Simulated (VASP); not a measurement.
Input of a VASP 6.6.1 run:

INCAR

```
PREC = Accurate
ENCUT = 520
EDIFF = 1E-7
ISMEAR = 0
SIGMA = 0.01
LREAL = False
LASPH = True
NELM = 80
ALGO = Normal
ISIF = 2
LWAVE = False
LCHARG = False
GGA = PE
NBANDS = 41
```

File KPOINTS:

```
Automatic mesh
0
Gamma
  6 4 4
```

The input POSCAR:

```
AlGa3P4
1.0
    3.8973881532      0.0000000000      0.0000000000
    0.0000000000      3.8943577107      5.5022622186
    0.0000000000     -3.8943577107      5.5022622186
Al Ga P
1 3 4
Direct
    0.0000000000      0.0002646483      0.0002646483
    0.5000000000      0.0001489127      0.4998887047
    0.5000000000      0.4998887047      0.0001489127
    0.0000000000      0.4998548039      0.4998548039
    0.5000000000      0.1244269174      0.1244269174
    0.0000000000      0.1246713328      0.6258108441
    0.0000000000      0.6258108441      0.1246713328
    0.5000000000      0.6249338362      0.6249338362
```

Potentials or basis: VASP PAW PBE potentials, release 64 (Al, Ga_d, P).

Command:

```bash
$ cat potpaw_PBE.64/Al/POTCAR potpaw_PBE.64/Ga_d/POTCAR potpaw_PBE.64/P/POTCAR > POTCAR
$ mpirun -np 1 vasp_std > vasp.out
```

**Question.** Predict the band gap on the k mesh.

**Answer.** 1.55 eV (least direct gap 1.62 eV).

**Question.** What does it give for the pressure?

**Answer.** 0.0 GPa.

**Question.** Estimate the largest force.

**Answer.** 0.005 eV/Å.

Forces on the atoms (eV/Å):
```
Al   0.000  0.000  0.000
Ga   0.000  0.002  0.000
Ga   0.000 -0.002  0.000
Ga   0.000  0.000 -0.001
P    0.000  0.000 -0.005
P    0.000 -0.004  0.003
P    0.000  0.004  0.003
P    0.000  0.000  0.000
```

A k mesh can miss the band edges.
